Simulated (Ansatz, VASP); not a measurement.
One calculation of Ru, two programs

```
Ru
1.0
     2.70580    0.00000    0.00000
    -1.35290    2.34329    0.00000
     0.00000    0.00000    4.28190
Ru
2
Direct
  0.39735 0.79469 0.25000
  0.66667 0.33333 0.75000
```

Alike in both runs: task single point; functional PBE; k mesh 24 × 24 × 12; occupations gaussian, width 0.15 eV; no spin polarisation.

|  | VASP | Ansatz |
| --- | --- | --- |
| version | VASP 6.6.1 | Ansatz 0.2.0 |
| potentials or method | VASP PAW PBE potentials, release 64 (Ru_pv), cutoff 500 eV | scalar-relativistic, plane waves, PAW |
| valence electrons in the cell | 28 | 32 |

VASP gave:

- gap on the k mesh at the Fermi level (eV): none
- pressure (GPa): 9.1
- traceless stress, the component that is largest in VASP (GPa): -7.34
- rms of the force components (eV/Å): 1.058

Q: Estimate Ansatz's values.

A: gap on the k mesh at the Fermi level (eV): none; pressure (GPa): 9.1; traceless stress, the component that is largest in VASP (GPa): -7.25; rms of the force components (eV/Å): 1.054.

Atom by atom the forces differ by 0.005 eV/Å (rms over components). A gap of «none» marks a metal or a gap that the smearing closes. With one functional, cell and mesh, what is left measures potentials, basis and numerics. VASP's potentials hold 28 valence electrons a cell and Ansatz's 32, so a difference there can come from the potentials and not from the codes.
